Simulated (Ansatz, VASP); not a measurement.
**As: VASP beside Ansatz**

File INCAR:

```
PREC = Accurate
ENCUT = 520
EDIFF = 1E-6
ISMEAR = -1
SIGMA = 0.1
LREAL = False
LASPH = True
NELM = 60
ALGO = Normal
ISIF = 2
LWAVE = False
LCHARG = True
GGA = RE
LELF = True
LVHAR = True
NBANDS = 8
```

File KPOINTS:

```
Automatic mesh
0
Gamma
  13 13 13
```

POSCAR

```
As
1.0
    2.6333939341      0.0000000000      0.0000000000
    0.0000000000      2.6333939341      0.0000000000
    0.0000000000      0.0000000000      2.6333939341
As
1
Direct
    0.0000000000      0.0000000000      0.0000000000
```

Input for Ansatz:

```yaml
crystal:
  lattice:
    - [2.6333939341, 0.0, 0.0]
    - [0.0, 2.6333939341, 0.0]
    - [0.0, 0.0, 2.6333939341]
  atoms:
    - { symbol: As, position: [0.0, 0.0, 0.0] }
hamiltonian:
  xc: revpbe
  pseudopotentials:
    kind: paw
    azcp:
      As: "pseudopotentials/As.paw.azcp"
basis:
  ecutwfc: 420
  fft_grid_basis: typed
kpoints:
  mp_grid: { grid: [13, 13, 13], shift: [0, 0, 0] }
magnetization:
  spin_polarized: false
scf:
  occupations: { method: fermi_dirac, width: 0.1 }
  lower_state_search: "off"
output:
  stress: true
  write_density: true
  write_potential: true
  elf: true
  volumetric_format: npy
```

Alike in both runs: task single point; functional revPBE; k mesh 13 × 13 × 13; occupations fermi-dirac, width 0.1 eV; no spin polarisation.

```csv
,VASP,Ansatz
version,VASP 6.6.1,Ansatz 0.2.0
potentials or method,"VASP PAW PBE potentials, release 64 (As), cutoff 520 eV","plane waves (420 eV) with PAW, scalar-relativistic"
valence electrons in the cell,5,15
```

Ansatz gave:

* pressure (GPa): 12.4

**Question.** What did VASP give for the same quantities?

**Answer.** Pressure (GPa): 12.7.

VASP's potentials were made for PBE, not for revPBE. With one functional, cell and mesh, what is left measures potentials, basis and numerics. VASP's potentials hold 5 valence electrons a cell and Ansatz's 15, so a difference there can come from the potentials and not from the codes.
